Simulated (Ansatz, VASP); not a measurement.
# Two plane-wave programs on Ti

```
Ti
1.0
     4.50186    0.00000    0.00000
    -2.25093    3.89873    0.00000
     0.00000    0.00000    2.77845
Ti
3
Direct
  0.00000 0.00000 0.00000
  0.33333 0.66667 0.50000
  0.66667 0.33333 0.50000
```

Alike in both runs: task single point; functional RPBE; k mesh 9 × 9 × 12; occupations fermi-dirac, width 0.1 eV; no spin polarisation.

|  | VASP | Ansatz |
| --- | --- | --- |
| version | VASP 6.6.1 | Ansatz 0.2.0 |
| potentials or method | VASP PAW PBE potentials, release 64 (Ti_sv), cutoff 520 eV | plane waves (420 eV) with PAW, scalar-relativistic |
| valence electrons in the cell | 36 | 36 |

```csv
,VASP,Ansatz,Ansatz less VASP
pressure (GPa),9.9,10.1,+0.28
"traceless stress, the component that is largest in VASP (GPa)",0.39,0.39,+0.001
```

VASP's potentials were made for PBE, not for RPBE.
